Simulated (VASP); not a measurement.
Crystal: BeAs.

```
CELL_PARAMETERS angstrom
0.00000 2.51202 2.51202
2.51202 0.00000 2.51202
2.51202 2.51202 0.00000
ATOMIC_POSITIONS crystal
Be 0.00000 0.00000 0.00000
As 0.75000 0.75000 0.75000
```

* Program: VASP 6.6.1
* Task: relaxation of cell and atoms
* Functional: PBE
* Potentials or basis: VASP PAW PBE potentials, release 64 (Be, As)
* Cutoff: 600 eV
* k mesh: 6 × 6 × 6
* Occupations: gaussian, width 0.1 eV
* Spin: no spin polarisation

At the start: pressure 7.4 GPa; volume 15.85 Å³/atom.

Task: Where does the relaxation end?

Result: Over 3 steps the energy falls by 32.8 meV/atom and the volume is 17.39 Å³/atom (+9.7 %); space group F-43m (No. 216, to 0.05 Å).

The path:
| step | energy change (eV) | largest force (eV/Å) | pressure (GPa) | volume (Å³) |
| --- | --- | --- | --- | --- |
| 1 | 0.0000 | 0.0000 | 7.41 | 31.70 |
| 2 | -0.0647 | 0.0000 | -0.72 | 35.19 |
| 3 | -0.0656 | 0.0000 | 0.03 | 34.78 |

Final structure:
```yaml
crystal:
  lattice:
    - [0.00000, 2.59073, 2.59073]
    - [2.59073, 0.00000, 2.59073]
    - [2.59073, 2.59073, 0.00000]
  atoms:
    - { symbol: Be, position: [0.00000, 0.00000, 0.00000] }
    - { symbol: As, position: [0.75000, 0.75000, 0.75000] }
```

Caveat: the k points lie up to 0.35 Å⁻¹ apart in the final cell.
